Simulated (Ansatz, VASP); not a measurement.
Cd8H: VASP beside Ansatz

Contents of INCAR:

```
PREC     = Accurate       # precision mode
ENCUT    = 520            # plane-wave cutoff, eV
EDIFF    = 1E-6           # SCF threshold, eV
ISMEAR   = 0              # smearing method
SIGMA    = 0.1            # smearing width, eV
LREAL    = False          # projectors in reciprocal space
LASPH    = True           # aspherical terms in the spheres
NELM     = 80             # most SCF steps
ALGO     = Normal         # electronic algorithm
ISIF     = 2              # what is computed and relaxed
LWAVE    = False          # write WAVECAR
LCHARG   = True           # write CHGCAR
GGA      = PE             # functional
LELF     = True           # ELF
LVHAR    = True         
NBANDS   = 58             # bands
```

Contents of KPOINTS:

```
regular mesh
0
Gamma
  8 8 2
```

Contents of POSCAR:

```
Cd8H
1.0
    6.0009031624      0.0000000000      0.0000000000
   -1.5002257906      2.5984672921      0.0000000000
    0.0000000000      0.0000000000     11.8769109110
Cd H
8 1
Direct
    0.5000000000      0.0000000000      0.0000000000
    0.0000000000      0.0000000000      0.0000000000
    0.1666666667      0.6666666667      0.2500000000
    0.6666666667      0.6666666667      0.2500000000
    0.5000000000      0.0000000000      0.5000000000
    0.0000000000      0.0000000000      0.5000000000
    0.3333333333      0.3333333333      0.7500000000
    0.8333333333      0.3333333333      0.7500000000
    0.1666666667      0.6666666667      0.6190476190
```

Input for Ansatz:

```yaml
crystal:
  lattice:
    - [6.0009031624, 0.0, 0.0]
    - [-1.5002257906, 2.5984672921, 0.0]
    - [0.0, 0.0, 11.876910911]
  atoms:
    - { symbol: Cd, position: [0.5, 0.0, 0.0] }
    - { symbol: Cd, position: [0.0, 0.0, 0.0] }
    - { symbol: Cd, position: [0.1666666667, 0.6666666667, 0.25] }
    - { symbol: Cd, position: [0.6666666667, 0.6666666667, 0.25] }
    - { symbol: Cd, position: [0.5, 0.0, 0.5] }
    - { symbol: Cd, position: [0.0, 0.0, 0.5] }
    - { symbol: Cd, position: [0.3333333333, 0.3333333333, 0.75] }
    - { symbol: Cd, position: [0.8333333333, 0.3333333333, 0.75] }
    - { symbol: H, position: [0.1666666667, 0.6666666667, 0.619047619] }
basis:
  ecutwfc: 420
kpoints:
  mp_grid: { grid: [8, 8, 2] }
hamiltonian:
  xc: pbe
scf:
  occupations: { method: gaussian, width: 0.1 }
output:
  forces: true
  stress: true
  eigenvalues: true
```

Alike in both runs: task single point; functional PBE; k mesh 8 × 8 × 2; occupations gaussian, width 0.1 eV; no spin polarisation.

```csv
,VASP,Ansatz
version,VASP 6.6.1,Ansatz 0.2.0
potentials or method,"VASP PAW PBE potentials, release 64 (Cd, H), cutoff 520 eV","scalar-relativistic, plane waves, PAW"
valence electrons in the cell,97,161
```

VASP gave:

| Quantity | Value |
| --- | --- |
| gap on the k mesh at the Fermi level (eV) | none |
| pressure (GPa) | 2.2 |
| traceless stress, the component that is largest in VASP (GPa) | -0.54 |
| rms of the force components (eV/Å) | 0.139 |

Q: Which values does Ansatz return?

A: gap on the k mesh at the Fermi level (eV): none; pressure (GPa): 1.9; traceless stress, the component that is largest in VASP (GPa): -0.40; rms of the force components (eV/Å): 0.135.

Atom by atom the forces differ by 0.004 eV/Å (rms over components). A gap of «none» marks a metal or a gap that the smearing closes. The functional is the same, so the differences come from potentials, cutoffs and numerics. VASP's potentials hold 97 valence electrons a cell and Ansatz's 161, so a difference there can come from the potentials and not from the codes.
